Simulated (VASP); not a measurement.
Crystal: LiH.

```
Li H
1.0
     3.25583    0.00000    0.00000
    -1.62791    2.81963    0.00000
     0.00000    0.00000    4.06844
Li H
2 2
Direct
  0.33333 0.66667 0.93749
  0.66667 0.33333 0.43749
  0.33333 0.66667 0.43751
  0.66667 0.33333 0.93751
```

Base run:

| Item | Value |
| --- | --- |
| Program | VASP 6.6.1 |
| Functional | r2SCAN |
| Potentials or basis | VASP PAW PBE potentials, release 64 (Li_sv, H) |
| Cutoff | 520 eV |
| k mesh | 9 × 9 × 6 |
| Occupations | gaussian, width 0.01 eV |
| Spin | no spin polarisation |

Its results: band gap on the k mesh 2.30 eV, indirect (least direct gap 3.61 eV).

Problem. The run is repeated on the same cell with these changes: functional from r2SCAN to PBE; further incar settings from ALGO = Normal; EDIFF = 1e-06; NBANDS = 12 to ALGO = Normal; EDIFF = 1e-07; NBANDS = 12. What comes out?

Solution. Band gap on the k mesh 1.83 eV, indirect (least direct gap 3.07 eV).

A k mesh can miss the band edges.
